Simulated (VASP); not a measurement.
GaSb2: single point with PBE

The system is GaSb2.

```
Ga Sb
1.0
     4.07058    0.00000    0.00000
    -2.03529    3.52522    0.00000
     0.00000    0.00000   11.23523
Ga Sb
2 4
Cartesian
  0.0000 2.3501 2.8088
  2.0353 1.1751 8.4264
  0.0000 2.3501 6.6493
  2.0353 1.1751 1.0317
  0.0000 2.3501 10.2035
  2.0353 1.1751 4.5859
```

```yaml
Program: VASP 6.6.1
Task: single point
Functional: PBE
Potentials_or_basis: VASP PAW PBE potentials, release 64 (Ga_d, Sb)
Cutoff: 520 eV
k_mesh: 12 × 12 × 4
Occupations: gaussian, width 0.1 eV
Spin: no spin polarisation
Dipole_correction: no
Further_INCAR_settings: ALGO = Normal; EDIFF = 1e-06; NBANDS = 32
```

```yaml
Pressure: 0.0 GPa
Largest_force: 0.005 eV/Å
Band_gap_on_the_k_mesh: zero (bands 23 and 24 overlap by 2.64 eV)
```

Forces in eV/Å, atoms in the order of the input:
```
Ga   0.000  0.000  0.000
Ga   0.000  0.000  0.000
Sb   0.000  0.000 -0.005
Sb   0.000  0.000 -0.005
Sb   0.000  0.000  0.005
Sb   0.000  0.000  0.005
```

Levels at points of the mesh, in eV from the Fermi level:
| k point | band 21 | band 22 | band 23 | band 24 | band 25 | band 26 |
| --- | --- | --- | --- | --- | --- | --- |
| (0.00, 0.00, 0.00) | 0.15 | 0.77 | 0.77 | 1.04 | 1.08 | 2.11 |
| (0.50, 0.00, 0.00) | -2.15 | -1.39 | -0.65 | -0.52 | 0.87 | 1.55 |
| (0.00, 0.00, 0.50) | -0.11 | -0.11 | 1.56 | 1.56 | 1.56 | 1.56 |
| (0.50, 0.00, 0.50) | -1.95 | -1.95 | 0.20 | 0.20 | 0.56 | 0.56 |

It took 6.2 min on 1 thread of Intel Xeon 8259CL, on a shared host, peak memory 0.41 GiB.

Caveat: spin-orbit coupling is left out, which moves the levels of the heavy elements.
